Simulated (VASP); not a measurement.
# SnGe2 (P-3m1) in VASP: notebook

SnGe2 is run at these levels: PBE; tasks: relaxation of cell and atoms, single point.

Program: VASP 6.6.1. These are calculated values, not measurements. Logs are shortened: lines on timing, memory, paths and dates and some standing lists are left out, and cuts for length are marked.

## (1) The cell of the first run

The structure is trigonal, space group P-3m1 (No. 164). Conventional cell: a = 3.975 Å, b = 3.975 Å, c = 9.738 Å, α = 90.00°, β = 90.00°, γ = 120.00°. Sn (site symmetry 3m) has 4 Ge at 2.43 Å within 3.2 Å. Within 3.2 Å of Ge (site symmetry 3m) lie 3 Ge at 2.43 Å and 1 Sn at 2.43 Å. Ge (site symmetry 3m) has 3 Sn at 2.43 Å and 1 Ge at 2.43 Å within 3.2 Å.

## (2) Relaxation of cell and atoms, PBE

Contents of INCAR:

```
SYSTEM = SnGe2
PREC     = Accurate       ! precision mode
ENCUT    = 600            ! plane-wave cutoff, eV
EDIFF    = 1E-7           ! SCF threshold, eV
ISMEAR   = 0              ! smearing method
SIGMA    = 0.1            ! smearing width, eV
LREAL    = .FALSE.        ! projectors in reciprocal space
LASPH    = .TRUE.         ! aspherical terms in the spheres
NELM     = 100            ! most SCF steps
ALGO     = Normal         ! electronic algorithm
ISIF     = 3              ! what is computed and relaxed
LWAVE    = .FALSE.        ! write WAVECAR
LCHARG   = .FALSE.        ! write CHGCAR
GGA      = PE             ! functional
IBRION   = 2              ! ionic algorithm
NSW      = 90             ! ionic steps
EDIFFG   = -0.04          ! ionic threshold
```

Contents of KPOINTS:

```
regular mesh
0
G
  6 6 2
  0 0 0
```

Contents of POSCAR:

```
SnGe2
1.0
    3.9754554200      0.0000000000      0.0000000000
   -1.9877277100      3.4428453900      0.0000000000
    0.0000000000      0.0000000000      9.7378372800
Sn Ge
2 4
Direct
    0.6666666700      0.3333333300      0.2083333300
    0.3333333300      0.6666666700      0.7916666700
    0.3333333300      0.6666666700      0.5416666700
    0.0000000000      0.0000000000      0.8750000000
    0.6666666700      0.3333333300      0.4583333300
    0.0000000000      0.0000000000      0.1250000000
```

Potentials or basis: VASP PAW PBE potentials, release 64 (Sn_d, Ge_d).

On the command line:

```bash
$ cat potpaw_PBE.64/Sn_d/POTCAR potpaw_PBE.64/Ge_d/POTCAR > POTCAR
$ mpirun -np 1 vasp_std > vasp.out
```

OUTCAR:

```text
SYSTEM = SnGe2
   PREC = Accurate
   ENCUT = 600
   EDIFF = 1E-7
   ISMEAR = 0
   LREAL = .FALSE.
   LASPH = .TRUE.
   NELM = 100
   ISIF = 3
   GGA = PE
   IBRION = 2
   NSW = 90
   EDIFFG = -0.04

 ion  position               nearest neighbor table
   1  0.667  0.333  0.208-   6 2.43   6 2.43   5 2.43   6 2.43
   2  0.333  0.667  0.792-   4 2.43   4 2.43   3 2.43   4 2.43
   3  0.333  0.667  0.542-   5 2.43   2 2.43   5 2.43   5 2.43
   4  0.000  0.000  0.875-   2 2.43   2 2.43   6 2.43   2 2.43
   5  0.667  0.333  0.458-   3 2.43   1 2.43   3 2.43   3 2.43
   6  0.000  0.000  0.125-   1 2.43   1 2.43   4 2.43   1 2.43

  LATTYP: Found a hexagonal cell.
 ALAT       =     3.9754554200
 C/A-ratio  =     2.4494897442

  Lattice vectors:

 A1 = (   3.9754554200,   0.0000000000,   0.0000000000)
 A2 = (  -1.9877277100,   3.4428453900,   0.0000000000)
 A3 = (   0.0000000000,   0.0000000000,   9.7378372800)

Analysis of symmetry for initial positions (statically):
=====================================================================
 Subroutine PRICEL returns:
 Original cell was already a primitive cell.

 Routine SETGRP: Setting up the symmetry group for a
 hexagonal supercell.

 Subroutine GETGRP returns: Found 12 space group operations
 (whereof 12 operations were pure point group operations)
 out of a pool of 24 trial point group operations.

The static configuration has the point symmetry D_3d.

Analysis of symmetry for dynamics (positions and initial velocities):
=====================================================================
 Subroutine PRICEL returns:
 Original cell was already a primitive cell.

 Routine SETGRP: Setting up the symmetry group for a
 hexagonal supercell.

 Subroutine GETGRP returns: Found 12 space group operations
 (whereof 12 operations were pure point group operations)
 out of a pool of 24 trial point group operations.

The dynamic configuration has the point symmetry D_3d.

 Subroutine INISYM returns: Found 12 space group operations
 (whereof 12 operations are pure point group operations),
 and found     1 'primitive' translations

----------------------------------------------------------------------------------------

                                     Primitive cell

  volume of cell :     133.2806

  direct lattice vectors                    reciprocal lattice vectors
     3.975455420  0.000000000  0.000000000     0.251543507  0.145228712  0.000000000
    -1.987727710  3.442845390  0.000000000     0.000000000  0.290457423  0.000000000
     0.000000000  0.000000000  9.737837280     0.000000000  0.000000000  0.102692207

  length of vectors
     3.975455420  3.975455424  9.737837280     0.290457423  0.290457423  0.102692207

  position of ions in fractional coordinates (direct lattice)
     0.666666670  0.333333330  0.208333330
     0.333333330  0.666666670  0.791666670
     0.333333330  0.666666670  0.541666670
     0.000000000  0.000000000  0.875000000
     0.666666670  0.333333330  0.458333330
     0.000000000  0.000000000  0.125000000

  ion indices of the primitive-cell ions
   primitive index   ion index
                 1           1
                 2           2
                 3           3
                 4           4
                 5           5
                 6           6

----------------------------------------------------------------------------------------

 KPOINTS: regular mesh

Automatic generation of k-mesh.
 Grid dimensions read from file:
 generate k-points for:    6    6    2

 Generating k-lattice:

  Cartesian coordinates                     Fractional coordinates (reciprocal lattice)
     0.041923918  0.024204785  0.000000000     0.166666667 -0.000000000  0.000000000
     0.000000000  0.048409571  0.000000000     0.000000000  0.166666667  0.000000000
     0.000000000  0.000000000  0.051346103     0.000000000  0.000000000  0.500000000

  Length of vectors
     0.048409571  0.048409571  0.051346103

  Shift w.r.t. Gamma in fractional coordinates (k-lattice)
     0.000000000  0.000000000  0.000000000

 Subroutine IBZKPT returns following result:
 ===========================================

 Found     14 irreducible k-points:

 Following reciprocal coordinates:
            Coordinates               Weight
  0.000000  0.000000  0.000000      1.000000
  0.166667  0.000000  0.000000      6.000000
  0.333333 -0.000000  0.000000      6.000000
  0.500000 -0.000000  0.000000      3.000000
  0.166667  0.166667  0.000000      6.000000
  0.333333  0.166667  0.000000     12.000000
  0.333333  0.333333  0.000000      2.000000
  0.000000  0.000000  0.500000      1.000000
  0.166667  0.000000  0.500000      6.000000
  0.333333 -0.000000  0.500000      6.000000
  0.500000 -0.000000  0.500000      3.000000
  0.166667  0.166667  0.500000      6.000000
  0.333333  0.166667  0.500000     12.000000
  0.333333  0.333333  0.500000      2.000000
   k-points           NKPTS =     14   k-points in BZ     NKDIM =     14   number of bands    NBANDS=     50
   number of dos      NEDOS =    301   number of ions     NIONS =      6
   total plane-waves  NPLWV =  81920
   dimension x,y,z NGX =    32 NGY =   32 NGZ =   80
   dimension x,y,z NGXF=    64 NGYF=   64 NGZF=  160
   ions per type =               2   4
   NGX,Y,Z   is equivalent  to a cutoff of  13.38, 13.38, 13.66 a.u.
   NGXF,Y,Z  is equivalent  to a cutoff of  26.76, 26.76, 27.32 a.u.
 SYSTEM =  SnGe2
   PREC   = accura    normal or accurate (medium, high low for compatibility)
   ISTART =      0    job   : 0-new  1-cont  2-samecut
   ICHARG =      2    charge: 1-file 2-atom 10-const
   ISPIN  =      1    spin polarized calculation?
   LNONCOLLINEAR =      F non collinear calculations
   LSORBIT =      F    spin-orbit coupling
   LASPH  =      T    aspherical Exc in radial PAW
   ENCUT  =  600.0 eV  44.10 Ry    6.64 a.u.   7.94  7.94 19.45*2*pi/ulx,y,z
   NELM   =    100;   NELMIN=  2; NELMDL= -5     # of ELM steps
   EDIFF  = 0.1E-06   stopping-criterion for ELM
   LREAL  =      F    real-space projection
   EDIFFG = -.4E-01   stopping-criterion for IOM
   NSW    =     90    number of steps for IOM
   IBRION =      2    ionic relax: 0-MD 1-quasi-New 2-CG
   NFREE  =      1    steps in history (QN), initial steepest desc. (CG)
   ISIF   =      3    stress and relaxation
   ISYM   =      2    0-nonsym 1-usesym 2-fastsym
   POTIM  = 0.5000    time-step for ionic-motion
   TEBEG  =    0.0;   TEEND  =   0.0 temperature during run
   PSTRESS=    0.0 pullay stress
   NELECT =      84.0000    total number of electrons
   NUPDOWN=      -1.0000    fix difference up-down
   EMIN   =  10.00;   EMAX   =-10.00  energy-range for DOS
   EFERMI =   0.00;   METHOD = LEGACY
   ISMEAR =     0;   SIGMA  =   0.10  broadening in eV -4-tet -1-fermi 0-gaus
   EFERMI_NEDOS =   21; number of points for ismear=-14 and -15
   IALGO  =     38    algorithm
   IMIX   =      4    mixing-type and parameters
     AMIX     =   0.40;   BMIX     =  1.00
     AMIX_MAG =   1.60;   BMIX_MAG =  1.00
  volume/ion in A,a.u.               =      22.21       149.90
  Fermi-wavevector in a.u.,A,eV,Ry     =   1.403607  2.652433 26.805021  1.970113
  Thomas-Fermi vector in A             =   2.526252
   LORBIT       =      0    0 simple, 1 ext, 2 COOP (PROOUT), +10 PAW based schemes
   GGA     = PE    functional components
   LHFCALC =     F    Hartree Fock is set to
   AEXX    =    0.0000 exact exchange contribution
   IVDW    =     0    specifies the selected vdW correction
   LEPSILON=     F    determine dielectric tensor
   LRPA    =     F    only Hartree local field effects (RPA)
 conjugate gradient relaxation of ions
 non-spin polarized calculation
 Gauss-broadening in eV      SIGMA  =   0.10
  energy-cutoff  :      600.00
  volume of cell :      133.28
 maximum number of plane-waves:      4490
 NGX is ok and might be reduce to    32
   NGX = 15   NGY = 15   NGZ = 39

--------------------------------------- Ionic step        1  -------------------------------------------

 number of electron      84.0000003 magnetization

 Free energy of the ion-electron system (eV)
  ---------------------------------------------------
  ext. energy  EPLUGINS =         0.00000000
  ---------------------------------------------------
  free energy    TOTEN  =       -23.46362453 eV

  energy without entropy =      -23.46130203  energy(sigma->0) =      -23.46246328

 E-fermi :   7.3509     XC(G=0): -10.3279

 val. band max:        7.3301645124   @ k =   0.0000   0.0000   0.0000
 cond. band min:       7.5523134128   @ k =   0.5000  -0.0000   0.5000
 fundamental gap:      0.2221489004
 Fermi energy:         7.3509160983

 k-point     1 :       0.0000    0.0000    0.0000
  band No.  band energies     occupation
      1     -17.8432      2.00000
      2     -17.8432      2.00000
      3     -17.7960      2.00000
      4     -17.7715      2.00000
      5     -17.7715      2.00000
      6     -17.7453      2.00000
[... 913 lines left out ...]
 POSITION                                       TOTAL-FORCE (eV/Angst)
 -----------------------------------------------------------------------------------
      2.15052      1.24161      2.18327        -0.000000     -0.000000      0.013460
     -0.00000      2.48321      8.31374         0.000000      0.000000     -0.013460
     -0.00000      2.48321      5.61990         0.000000      0.000000     -0.030562
     -0.00000     -0.00000      9.25682         0.000000      0.000000     -0.009188
      2.15052      1.24161      4.87712        -0.000000     -0.000000      0.030562
      2.15052      3.72482      1.24020        -0.000000     -0.000000      0.009188
 -----------------------------------------------------------------------------------
    total drift:                                0.000000     -0.000000      0.000000

  FREE ENERGIE OF THE ION-ELECTRON SYSTEM (eV)
  ---------------------------------------------------
  free  energy   TOTEN  =       -25.4370417812 eV

  energy  without entropy=      -25.4332253285  energy(sigma->0) =      -25.43513355

--------------------------------------- Ionic step        6  -------------------------------------------

 number of electron      84.0000002 magnetization

 Free energy of the ion-electron system (eV)
  ---------------------------------------------------
  ext. energy  EPLUGINS =         0.00000000
  ---------------------------------------------------
  free energy    TOTEN  =       -25.43737046 eV

  energy without entropy =      -25.43372007  energy(sigma->0) =      -25.43554526

 E-fermi :   4.5912     XC(G=0):  -9.2329

 val. band max:        4.5453350828   @ k =   0.5000  -0.0000   0.5000
 cond. band min:       4.6125758379   @ k =   0.0000   0.0000   0.5000
 fundamental gap:      0.0672407551
 Fermi energy:         4.5911837814

 k-point     1 :       0.0000    0.0000    0.0000
  band No.  band energies     occupation
      1     -20.0981      2.00000
      2     -20.0981      2.00000
      3     -20.0578      2.00000
      4     -20.0578      2.00000
      5     -20.0433      2.00000
      6     -20.0039      2.00000
[... 753 lines left out ...]
 POSITION                                       TOTAL-FORCE (eV/Angst)
 -----------------------------------------------------------------------------------
      2.14994      1.24127      2.18850        -0.000000     -0.000000      0.035620
     -0.00000      2.48253      8.33019         0.000000      0.000000     -0.035620
     -0.00000      2.48253      5.62938        -0.000000     -0.000000      0.011414
     -0.00000     -0.00000      9.27625        -0.000000     -0.000000      0.010791
      2.14994      1.24127      4.88931         0.000000      0.000000     -0.011414
     -0.00000     -0.00000      1.24244         0.000000      0.000000     -0.010791
 -----------------------------------------------------------------------------------
    total drift:                               -0.000000      0.000000      0.000000

  FREE ENERGIE OF THE ION-ELECTRON SYSTEM (eV)
  ---------------------------------------------------
  free  energy   TOTEN  =       -25.4373704579 eV

  energy  without entropy=      -25.4337200666  energy(sigma->0) =      -25.43554526

 reached required accuracy - stopping structural energy minimisation
```

Wall time 4.1 min (1 thread of AMD EPYC 9R45 (Zen 5), shared host); peak memory 0.29 GiB.

Results:

| Property | Result |
| --- | --- |
| Free energy | -25.4374 eV |
| Relaxed volume | 28.07 Å³/atom |
| Relaxed cell | a = 4.300 Å, b = 4.300 Å, c = 10.519 Å, α = 90.00°, β = 90.00°, γ = 120.00° |
| Space group after relaxing (to 0.1 Å) | P-3m1 (No. 164) |
| Energy gained by relaxing | 329.0 meV/atom |
| Ionic steps | 6 |
| Pressure after relaxing | 0.0 GPa |
| Largest force after relaxing | 0.036 eV/Å |
| Band gap on the k mesh | zero (bands 42 and 43 overlap by 0.31 eV) |

Forces in eV/Å, atoms in the order of the input:
```
Sn   0.000  0.000  0.036
Sn   0.000  0.000 -0.036
Ge   0.000  0.000  0.011
Ge   0.000  0.000  0.011
Ge   0.000  0.000 -0.011
Ge   0.000  0.000 -0.011
```

Step by step:
```tsv
step	energy change (eV)	largest force (eV/Å)	pressure (GPa)	volume (Å³)
1	0.0000	1.6386	20.55	133.28
2	-1.4492	0.1962	-5.19	196.15
3	-1.9662	0.2420	-0.15	168.99
4	-1.9724	0.0881	-0.01	168.46
5	-1.9734	0.0306	0.07	168.17
6	-1.9737	0.0356	-0.01	168.42
```

Final structure:
```
Sn Ge
1.0
     4.29988    0.00000    0.00000
    -2.14994    3.72380    0.00000
     0.00000    0.00000   10.51869
Sn Ge
2 4
Cartesian
  2.1499 1.2413 2.1885
  0.0000 2.4825 8.3302
  0.0000 2.4825 5.6294
  0.0000 0.0000 9.2762
  2.1499 1.2413 4.8893
  0.0000 0.0000 1.2424
```

Caveat: the volume moved by over 15 % at a fixed basis, so the end points are rough; semilocal functionals underestimate gaps, and a narrow one can read as zero; spin-orbit coupling is left out, which moves the levels of the heavy elements.

## (3) Single point, PBE

This run uses another cell than the first one, of 28.06 Å³/atom.

Contents of INCAR:

```
PREC = Accurate ; ENCUT = 520
EDIFF = 1E-6 ; ISMEAR = 0
SIGMA = 0.1 ; LREAL = F
LASPH = T ; NELM = 80
ALGO = Normal ; ISIF = 2
LWAVE = F ; LCHARG = T
GGA = PE ; LELF = T
LVHAR = T ; NBANDS = 51
```

Contents of KPOINTS:

```
regular mesh
0
Gamma
  12 12 4
```

Contents of POSCAR:

```
SnGe2
1.0
    4.2927116424      0.0000000000      0.0000000000
   -2.1463558212      3.7175973334      0.0000000000
    0.0000000000      0.0000000000     10.5483878510
Sn Ge
2 4
Direct
    0.6666666667      0.3333333333      0.2080511490
    0.3333333333      0.6666666667      0.7919488510
    0.3333333333      0.6666666667      0.5364032767
    0.0000000000      0.0000000000      0.8820994194
    0.6666666667      0.3333333333      0.4635967233
    0.0000000000      0.0000000000      0.1179005806
```

Potentials or basis: VASP PAW PBE potentials, release 64 (Sn_d, Ge_d).

On the command line:

```bash
$ cat potpaw_PBE.64/Sn_d/POTCAR potpaw_PBE.64/Ge_d/POTCAR > POTCAR
$ mpirun -np 1 vasp_std > vasp.out
```

It took 3.7 min on 1 thread of AMD EPYC 9R45 (Zen 5), shared host; peak memory 0.54 GiB.

Results (log left out):

* Free energy: -25.4717 eV
* Pressure: 0.0 GPa
* Largest force: 0.010 eV/Å
* Band gap on the k mesh: zero (bands 42 and 43 overlap by 0.36 eV)

Forces in eV/Å, atoms in the order of the input:
```
Sn   0.000  0.000 -0.005
Sn   0.000  0.000  0.005
Ge   0.000  0.000  0.008
Ge   0.000  0.000 -0.010
Ge   0.000  0.000 -0.008
Ge   0.000  0.000  0.010
```

Levels at points of the mesh, in eV from the Fermi level:
```csv
k point,band 39,band 40,band 41,band 42,band 43,band 44,band 45,band 46
"(0.00, 0.00, 0.00)",-0.91,-0.91,-0.04,0.17,0.17,0.21,0.39,2.34
"(0.50, 0.00, 0.00)",-2.64,-2.60,-1.87,-1.43,0.68,0.78,1.19,1.65
"(0.00, 0.00, 0.50)",-0.67,-0.67,-0.53,-0.08,-0.08,0.40,1.15,2.75
"(0.50, 0.00, 0.50)",-2.48,-2.29,-1.24,-1.13,-0.19,1.01,1.17,2.38
```

Caveat: semilocal functionals underestimate gaps, and a narrow one can read as zero; spin-orbit coupling is left out, which moves the levels of the heavy elements.

The gap in the log of VASP goes by the Fermi energy; the results here count the filled bands.